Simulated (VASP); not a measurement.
MnO2:

```
Mn O
1.0
     4.40000    0.00000    0.00000
     0.00000    4.40000    0.00000
     0.00000    0.00000    2.87000
Mn O
2 4
Direct
  0.00000 0.00000 0.00000
  0.50000 0.50000 0.50000
  0.30300 0.30300 0.00000
  0.19700 0.80300 0.50000
  0.69700 0.69700 0.00000
  0.80300 0.19700 0.50000
```

Base run:

- Program: VASP 6.6.1
- Functional: PBE
- Potentials or basis: VASP PAW PBE potentials, release 64 (Mn_pv, O)
- Cutoff: 520 eV
- k mesh: 5 × 5 × 8
- Occupations: gaussian, width 0.05 eV
- Spin: collinear spin, ferromagnetic start
- Starting moments: [4.0, 4.0, 0.0, 0.0, 0.0, 0.0] μB
- Fixed moment: 8 μB
- Hubbard terms: Mn d U = 5.9 eV

Its results: pressure 34.4 GPa; net moment 8.00 μB per cell; site moments Mn +3.64; O +0.11 μB; largest force 0.464 eV/Å.

Problem. The run is repeated on the same cell with these changes: fixed moment from 8 μB to none; moments at the start from [4.0, 4.0, 0.0, 0.0, 0.0, 0.0] to [4.5, 4.5, 0.0, 0.0, 0.0, 0.0]. What comes out?

Solution. Pressure 15.8 GPa; net moment 6.06 μB per cell; site moments Mn +3.23; O -0.12 μB; largest force 0.193 eV/Å.

Caveats: the run started ferromagnetic, and an antiferromagnetic order may lie lower in energy; the stress differs along the axes, from 31 to 41 GPa (at least some runs); the total moment is fixed, so each spin has its own Fermi level and the state may be an excited one (at least some runs); the stress differs along the axes, from 14 to 20 GPa (at least some runs).
